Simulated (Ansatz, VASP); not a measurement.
# Two plane-wave programs on Ni3Ge

```
Ni Ge
1.0
     3.42329    0.00000    0.00000
     0.00000    3.42329    0.00000
     0.00000    0.00000    3.42329
Ni Ge
3 1
Direct
  0.50000 0.00000 0.50000
  0.00000 0.50000 0.50000
  0.50000 0.50000 0.00000
  0.00000 0.00000 0.00000
```

Alike in both runs: task single point; functional r2SCAN; k mesh 12 × 12 × 12; occupations gaussian, width 0.1 eV; no spin polarisation.

|  | VASP | Ansatz |
| --- | --- | --- |
| version | VASP 6.6.1 | Ansatz 0.2.0 |
| potentials or method | VASP PAW PBE potentials, release 64 (Ni, Ge_d), cutoff 520 eV | scalar-relativistic, plane waves, PAW |
| valence electrons in the cell | 44 | 68 |

```tsv
	VASP	Ansatz	Ansatz less VASP
gap on the k mesh at the Fermi level (eV)	none	none	-
pressure (GPa)	25.7	25.5	-0.26
```

VASP's potentials were made for PBE, not for r2SCAN. A gap of «none» marks a metal or a gap that the smearing closes. With one functional, cell and mesh, what is left measures potentials, basis and numerics. VASP's potentials hold 44 valence electrons a cell and Ansatz's 68, so a difference there can come from the potentials and not from the codes.
